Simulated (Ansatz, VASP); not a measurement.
One calculation of Be, two programs

```
CELL_PARAMETERS angstrom
2.37345 0.00000 0.00000
-1.18673 2.05547 0.00000
0.00000 0.00000 3.39262
ATOMIC_POSITIONS crystal
Be 0.33333 0.66667 0.25000
Be 0.66667 0.33333 0.75000
```

Alike in both runs: task single point; functional PBE; k mesh 21 × 21 × 12; occupations gaussian, width 0.1 eV; no spin polarisation.

|  | VASP | Ansatz |
| --- | --- | --- |
| version | VASP 6.6.1 | Ansatz 0.2.0 |
| potentials or method | VASP PAW PBE potentials, release 64 (Be), cutoff 520 eV | scalar-relativistic, plane waves, PAW |
| valence electrons in the cell | 4 | 4 |

```csv
,VASP,Ansatz,Ansatz less VASP
gap on the k mesh at the Fermi level (eV),none,none,-
pressure (GPa),-3.0,-3.2,-0.14
"traceless stress, the component that is largest in VASP (GPa)",17.38,17.34,-0.048
```

A gap of «none» marks a metal or a gap that the smearing closes. With one functional, cell and mesh, what is left measures potentials, basis and numerics.
